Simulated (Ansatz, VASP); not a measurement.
**Two plane-wave programs on HfW**

Contents of INCAR:

```
  PREC = Accurate
  ENCUT = 500
  EDIFF = 1E-6
  ISMEAR = 0
  SIGMA = 0.1
  LREAL = False
  LASPH = True
  NELM = 120
  ALGO = Normal
  ISIF = 2
  LWAVE = False
  LCHARG = False
  GGA = PE
  NBANDS = 19
  GGA_COMPAT = False
```

KPOINTS

```
Automatic mesh
0
Gamma
  6 6 6
```

The input POSCAR:

```
HfW
1.0
    0.0000000000      2.9304303300      2.9304303300
    2.9304303300      0.0000000000      2.9304303300
    2.9304303300      2.9304303300      0.0000000000
Hf W
1 1
Direct
    0.7500000000      0.7500000000      0.7500000000
    0.0000000000      0.0000000000      0.0000000000
```

Input for Ansatz:

```yaml
crystal:
  lattice:
    - [0.0, 2.93043033, 2.93043033]
    - [2.93043033, 0.0, 2.93043033]
    - [2.93043033, 2.93043033, 0.0]
  atoms:
    - { symbol: Hf, position: [0.75, 0.75, 0.75] }
    - { symbol: W, position: [0.0, 0.0, 0.0] }
basis:
  ecutwfc: 420
kpoints:
  mp_grid: { grid: [6, 6, 6] }
hamiltonian:
  xc: pbe
scf:
  occupations: { method: gaussian, width: 0.1 }
  lower_state_search: "off"
output:
  forces: true
  stress: true
  eigenvalues: true
```

Alike in both runs: task single point; functional PBE; k mesh 6 × 6 × 6; occupations gaussian, width 0.1 eV; no spin polarisation.

|  | VASP | Ansatz |
| --- | --- | --- |
| version | VASP 6.6.1 | Ansatz 0.2.0 |
| potentials or method | VASP PAW PBE potentials, release 64 (Hf_pv, W_sv), cutoff 500 eV | scalar-relativistic, plane waves, PAW |
| valence electrons in the cell | 24 | 40 |

Ansatz gave:

| Property | Result |
| --- | --- |
| gap on the k mesh at the Fermi level (eV) | none |
| pressure (GPa) | 11.3 |

What did VASP give for the same quantities?

gap on the k mesh at the Fermi level (eV): none; pressure (GPa): 11.1.

A gap of «none» marks a metal or a gap that the smearing closes. VASP's potentials hold 24 valence electrons a cell and Ansatz's 40, so a difference there can come from the potentials and not from the codes.

Neither program's run includes spin-orbit coupling.
